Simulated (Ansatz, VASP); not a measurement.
CuBr2N2: VASP beside Ansatz

```
Cu Br N
1.0
     3.83719   -3.88729    0.00000
     3.83719    3.88729    0.00000
    -0.73808    0.00000    3.96251
Cu Br N
1 2 2
Direct
  0.00000 0.00000 0.00000
  0.75273 0.75273 0.57773
  0.24727 0.24727 0.42227
  0.24109 0.75891 0.00000
  0.75891 0.24109 0.00000
```

Alike in both runs: task single point; functional PBE; k mesh 2 × 2 × 2; occupations gaussian, width 0.1 eV; collinear spin.

```csv
,VASP,Ansatz
version,VASP 6.6.1,Ansatz 0.2.0
potentials or method,"VASP PAW PBE potentials, release 64 (Cu, Br, N), cutoff 520 eV","scalar-relativistic, plane waves, PAW"
valence electrons in the cell,35,43
```

```tsv
	VASP	Ansatz	Ansatz less VASP
gap on the k mesh at the Fermi level (eV)	0.12	0.12	-0.003
least direct gap on the mesh (eV)	0.12	0.12	-0.003
pressure (GPa)	1.0	0.9	-0.11
traceless stress, the component that is largest in VASP (GPa)	-0.91	-0.79	+0.120
rms of the force components (eV/Å)	0.080	0.069	-0.0110
net moment per atom (μB)	0.99	0.99	0.000
size of the moment on the site where the two differ most (μB)	1.52	1.58	+0.064
```

Site moments also hang on the region over which each program counts them. Atom by atom the forces differ by 0.030 eV/Å (rms over components). VASP's potentials hold 35 valence electrons a cell and Ansatz's 43, so a difference there can come from the potentials and not from the codes.

The k mesh is coarse, so the values compare programs but aren't converged.
